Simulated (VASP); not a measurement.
In, 1 atom in the cell. It takes space group Pm-3m (No. 221, cubic). Conventional cell: a = 3.247 Å, b = 3.247 Å, c = 3.247 Å, α = 90.00°, β = 90.00°, γ = 90.00°. In (site symmetry m-3m) has 6 In at 3.25 Å within 4.3 Å.  This cell differs from its parent crystal: volume scaled by 1.12.

| Property | Result |
| --- | --- |
| Program | VASP 6.6.1 |
| Task | single point |
| Functional | revPBE |
| Potentials or basis | VASP PAW PBE potentials, release 64 (In_d) |
| Cutoff | 520 eV |
| k mesh | 11 × 11 × 11 |
| Occupations | fermi-dirac, width 0.1 eV |
| Spin | no spin polarisation |
| Dipole correction | no |
| Further INCAR settings | ALGO = Normal; EDIFF = 1e-06; NBANDS = 12 |

Potentials or basis: VASP PAW PBE potentials, release 64 (In_d).

Command:

```bash
$ cat potpaw_PBE.64/In_d/POTCAR > POTCAR
$ mpirun -np 1 vasp_std > vasp.out
```

Hardware: 1 thread of Intel(R) Xeon(R) Platinum 8559C (Emerald Rapids), with other jobs on the host.

Problem. Estimate the wall time of this run.

Solution. Run time: 8.3 s on 1 thread of Intel(R) Xeon(R) Platinum 8559C (Emerald Rapids), on a shared host, peak memory 0.12 GiB. Counts: scf iterations 11, k points 56.
